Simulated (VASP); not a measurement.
# Si (Fd-3m) in VASP: further runs, part 2 of 2

VASP 6.6.1. The steps go on from the part before.

### Step 3. Relaxation of cell and atoms, revPBE

This run uses another cell than the first one, of 20.02 Å³/atom, 0.862 times its volume.

File INCAR:

```
  PREC = Accurate
  ENCUT = 600
  EDIFF = 1E-6
  ISMEAR = -1
  SIGMA = 0.05
  LREAL = False
  LASPH = True
  NELM = 80
  ALGO = Normal
  ISIF = 3
  LWAVE = False
  LCHARG = False
  GGA = RE
  IBRION = 2
  NSW = 80
  EDIFFG = -0.01
```

File KPOINTS:

```
Automatic mesh
0
Gamma
  6 6 6
```

File POSCAR:

```
Si
1.0
    0.0000000000      2.7153500000      2.7153500000
    2.7153500000      0.0000000000      2.7153500000
    2.7153500000      2.7153500000      0.0000000000
Si
2
Direct
    0.5000000000      0.5000000000      0.5000000000
    0.7500000000      0.7500000000      0.7500000000
```

Potentials or basis: VASP PAW PBE potentials, release 64 (Si).

The run is started by

```console
> cat potpaw_PBE.64/Si/POTCAR > POTCAR
> mpirun -np 1 vasp_std > vasp.out
```

OUTCAR:

```text
PREC = Accurate
   ENCUT = 600
   EDIFF = 1E-6
   ISMEAR = -1
   LREAL = False
   LASPH = True
   NELM = 80
   ISIF = 3
   GGA = RE
   IBRION = 2
   NSW = 80
   EDIFFG = -0.01

 ion  position               nearest neighbor table
   1  0.500  0.500  0.500-   2 2.35   2 2.35   2 2.35   2 2.35
   2  0.750  0.750  0.750-   1 2.35   1 2.35   1 2.35   1 2.35

  LATTYP: Found a face centered cubic cell.
 ALAT       =     5.4307000000

  Lattice vectors:

 A1 = (   0.0000000000,   2.7153500000,   2.7153500000)
 A2 = (   2.7153500000,   0.0000000000,   2.7153500000)
 A3 = (   2.7153500000,   2.7153500000,   0.0000000000)

Analysis of symmetry for initial positions (statically):
=====================================================================
 Subroutine PRICEL returns:
 Original cell was already a primitive cell.

 Routine SETGRP: Setting up the symmetry group for a
 face centered cubic supercell.

 Subroutine GETGRP returns: Found 48 space group operations
 (whereof 24 operations were pure point group operations)
[... 144 lines left out ...]
 maximum number of plane-waves:      1363
 NGX is ok and might be reduce to    32
   NGX = 15   NGY = 15   NGZ = 15

--------------------------------------- Ionic step        1  -------------------------------------------

 number of electron       7.9999999 magnetization

 Free energy of the ion-electron system (eV)
  ---------------------------------------------------
  ext. energy  EPLUGINS =         0.00000000
  ---------------------------------------------------
  free energy    TOTEN  =       -10.39678219 eV

  energy without entropy =      -10.39675709  energy(sigma->0) =      -10.39676964

------------------------ aborting loop because EDIFF is reached ----------------------------------------

  FORCE on cell =-STRESS in cart. coord.  units (eV):
  Direction    XX          YY          ZZ          XY          YZ          ZX
  --------------------------------------------------------------------------------------
  -------------------------------------------------------------------------------------
  Total        0.7741050      0.7741050      0.7741050      0.0000000      0.0000000     -0.0000000
  in kB       30.9744093     30.9744093     30.9744093      0.0000000      0.0000000     -0.0000000
  external PRESSURE =      30.9744093 kB  Pullay stress =       0.0000000 kB
[... 59 lines left out ...]
--------------------------------------- Ionic step        3  -------------------------------------------

 number of electron       8.0000000 magnetization

 Free energy of the ion-electron system (eV)
  ---------------------------------------------------
  ext. energy  EPLUGINS =         0.00000000
  ---------------------------------------------------
  free energy    TOTEN  =       -10.40944672 eV

  energy without entropy =      -10.40943189  energy(sigma->0) =      -10.40943930

 E-fermi :   5.9285     XC(G=0):  -9.2057

 val. band max:        5.5561042154   @ k =   0.0000   0.0000   0.0000
 cond. band min:       6.3689290745   @ k =   0.3333   0.3333   0.0000
 fundamental gap:      0.8128248590
 Fermi energy:         5.9284542102

 k-point     1 :       0.0000    0.0000    0.0000
  band No.  band energies     occupation
      1      -6.1595      2.00000
      2       5.5561      1.99883
      3       5.5561      1.99883
      4       5.5561      1.99883
      5       8.1078      0.00000
      6       8.1078      0.00000
      7       8.1078      0.00000
      8       8.6445      0.00000
[... 192 lines left out ...]
  FREE ENERGIE OF THE ION-ELECTRON SYSTEM (eV)
  ---------------------------------------------------
  free  energy   TOTEN  =       -10.4094467188 eV

  energy  without entropy=      -10.4094318858  energy(sigma->0) =      -10.40943930

 reached required accuracy - stopping structural energy minimisation
```

OSZICAR:

```text
N       E                     dE             d eps       ncg     rms          rms(c)
DAV:   1     0.107329723196E+02    0.10733E+02   -0.36391E+03   256   0.908E+02
DAV:   2    -0.103029963534E+02   -0.21036E+02   -0.20561E+02   424   0.897E+01
DAV:   3    -0.105494111406E+02   -0.24641E+00   -0.24641E+00   352   0.124E+01
[... 20 lines left out ...]
DAV:   2    -0.104103328474E+02    0.16854E-02   -0.13620E-03   280   0.267E-01    0.205E-01
DAV:   3    -0.104094354310E+02    0.89742E-03   -0.18181E-03   312   0.224E-01    0.767E-02
DAV:   4    -0.104094387418E+02   -0.33107E-05   -0.18474E-05   320   0.392E-02    0.705E-02
DAV:   5    -0.104094467936E+02   -0.80518E-05   -0.12702E-05   288   0.258E-02    0.250E-02
DAV:   6    -0.104094467188E+02    0.74806E-07   -0.10077E-07   184   0.313E-03
   3 F= -.10409447E+02 E0= -.10409439E+02  d E =-.126645E-01
```

Run time: 5.7 s. Hardware: 1 thread of Intel Xeon 6975P-C (Granite Rapids), shared host; peak memory 0.16 GiB.

What came out:

| Item | Value |
| --- | --- |
| Free energy | -10.4094 eV |
| Relaxed volume | 20.70 Å³/atom |
| Relaxed cell | a = 3.883 Å, b = 3.883 Å, c = 3.883 Å, α = 60.00°, β = 60.00°, γ = 60.00° |
| Space group after relaxing (to 0.05 Å) | Fd-3m (No. 227) |
| Energy gained by relaxing | 6.3 meV/atom |
| Ionic steps | 3 |
| Pressure after relaxing | 0.0 GPa |
| Band gap on the k mesh | 0.81 eV, indirect (least direct gap 2.55 eV) |

The path:
```csv
step,energy change (eV),largest force (eV/Å),pressure (GPa),volume (Å³)
1,0.0000,0.0000,3.10,40.04
2,-0.0072,0.0000,-1.83,42.33
3,-0.0127,0.0000,0.00,41.39
```

Final structure:
```cif
data_structure
_symmetry_space_group_name_H-M 'P 1'
_symmetry_Int_Tables_number 1
_cell_length_a 3.8828
_cell_length_b 3.8828
_cell_length_c 3.8828
_cell_angle_alpha 60.000
_cell_angle_beta 60.000
_cell_angle_gamma 60.000
_cell_volume 41.39
loop_
_atom_site_label
_atom_site_type_symbol
_atom_site_fract_x
_atom_site_fract_y
_atom_site_fract_z
_atom_site_occupancy
Si1 Si 0.50000 0.50000 0.50000 1
Si2 Si 0.75000 0.75000 0.75000 1
```

Caveat: the PAW data sets were made with another functional, which shifts forces and pressure a little. revPBE gives volumes clearly too large for solids.
